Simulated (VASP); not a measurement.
Wanted: the native input for a VASP 6.6.1 run.

| Item | Value |
| --- | --- |
| Task | single point |
| Functional | PBE |
| Potentials or basis | VASP PAW PBE potentials, release 64 (As) |
| Cutoff | 520 eV |
| k mesh | 16 × 16 × 16 |
| Occupations | methfessel-paxton, width 0.05 eV |
| Spin | no spin polarisation |
| Dipole correction | no |
| Further INCAR settings | ALGO = Normal; EDIFF = 1e-06; NBANDS = 8 |

The structure of As lies in POSCAR:

```
As
1.0
    2.7100410000     -0.0173790000     -0.0118580000
   -0.0173790000      2.7297000000      0.0332640000
   -0.0118580000      0.0332640000      2.6721930000
As
1
Direct
    0.4843510000      0.5055250000      0.4963750000
```

These files were run (other wordings do the same):

INCAR

```
SYSTEM = As
PREC = Accurate
ENCUT = 520
EDIFF = 1E-6
ISMEAR = 1
SIGMA = 0.05
LREAL = .False.
LASPH = .True.
NELM = 100
ALGO = Normal
ISIF = 2
LWAVE = .False.
LCHARG = .False.
GGA = PE
NBANDS = 8
```

KPOINTS

```
regular mesh
0
Gamma
  16 16 16
  0 0 0
```

Potentials or basis: VASP PAW PBE potentials, release 64 (As).

The run is started by

```console
$ cat potpaw_PBE.64/As/POTCAR > POTCAR
$ mpirun -np 1 vasp_std > vasp.out
```

It gave:

```json
{
 "Pressure": "2.6 GPa",
 "Band gap on the k mesh": "zero (an odd number of electrons rules out a gap without spin polarisation)"
}
```

It took 2.3 min on 1 thread of Intel Xeon 8259CL, on a shared host, peak memory 0.4 GiB.
